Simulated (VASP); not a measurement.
## SnTe: single point with PBE

Crystal: SnTe.

```xyz
2
Lattice="0.0000 3.2389 3.2389 3.2389 0.0000 3.2389 3.2389 3.2389 0.0000" Properties=species:S:1:pos:R:3 pbc="T T T"
Sn    0.0000    0.0000    0.0000
Te    3.2389    3.2389    3.2389
```

This cell differs from its parent crystal: volume changed by +3%.

```yaml
Program: VASP 6.6.1
Task: single point
Functional: PBE
Potentials_or_basis: VASP PAW PBE potentials, release 64 (Sn_d, Te)
Cutoff: 520 eV
k_mesh: 6 × 6 × 6
Occupations: fermi-dirac, width 0.02 eV
Spin: no spin polarisation
Dipole_correction: no
Further_INCAR_settings: ALGO = Normal; EDIFF = 1e-07; NBANDS = 17
```

The pressure is -1.2 GPa and the band gap on the k mesh is 0.14 eV, direct.

Levels at points of the mesh, in eV from the valence-band top:
| k point | band 8 | band 9 | band 10 | band 11 | band 12 | band 13 |
| --- | --- | --- | --- | --- | --- | --- |
| (0.00, 0.00, 0.00) | -1.85 | -1.85 | -1.85 | 3.24 | 3.24 | 3.24 |
| (0.50, 0.00, 0.00) | -1.53 | -1.53 | 0.00 | 0.14 | 0.56 | 0.56 |
| (0.50, 0.50, 0.00) | -4.93 | -3.28 | -3.28 | 2.57 | 4.60 | 4.60 |

It took 12 s on 1 thread of Intel(R) Xeon(R) 6975P-C (Granite Rapids), on a shared host, peak memory 0.2 GiB.

Caveat: spin-orbit coupling is left out, which moves the levels of the heavy elements. A k mesh can miss the band edges.
